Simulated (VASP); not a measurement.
A run of VASP 6.6.1 is set up as follows.

The input INCAR:

```
SYSTEM = SnO
  ALGO = Normal
  EDIFF = 1E-6
  ENCUT = 600
  GGA = PS
  GGA_COMPAT = .FALSE.
  ISIF = 2
  ISMEAR = 0
  IVDW = 12
  LASPH = .TRUE.
  LCHARG = .FALSE.
  LREAL = .FALSE.
  LWAVE = .FALSE.
  NBANDS = 28
  NELM = 120
  PREC = Accurate
  SIGMA = 0.15
```

KPOINTS

```
k-points
0
G
  14 14 12
  0 0 0
```

File POSCAR:

```
SnO
1.0
    3.8220466732      0.0000000000      0.0000000000
    0.0000000000      3.8220466732      0.0000000000
    0.0000000000      0.0000000000      4.4408543781
Sn O
2 2
Direct
    0.0000000000      0.5000000000      0.2532585894
    0.5000000000      0.0000000000      0.7467414106
    0.0000000000      0.0000000000      0.0000000000
    0.5000000000      0.5000000000      0.0000000000
```

Potentials or basis: VASP PAW PBE potentials, release 64 (Sn_d, O).

Launch:

```console
$ cat potpaw_PBE.64/Sn_d/POTCAR potpaw_PBE.64/O/POTCAR > POTCAR
$ mpirun -np 1 vasp_std > vasp.out
```

Problem. Predict the band gap on the k mesh.

Solution. Zero (bands 20 and 21 overlap by 0.21 eV).

Problem. Predict the dispersion energy per atom.

Solution. -0.233 eV.

Problem. Estimate the largest force.

Solution. 0.211 eV/Å.

Stress tensor (GPa, compression positive):
```
-1.34  0.00  0.00
 0.00 -1.34  0.00
 0.00  0.00  1.77
```

Caveat: semilocal functionals underestimate gaps, so a narrow gap can read as zero; the PAW data sets were made with another functional, which shifts forces and pressure a little; spin-orbit coupling is left out, which moves the levels of the heavy elements.
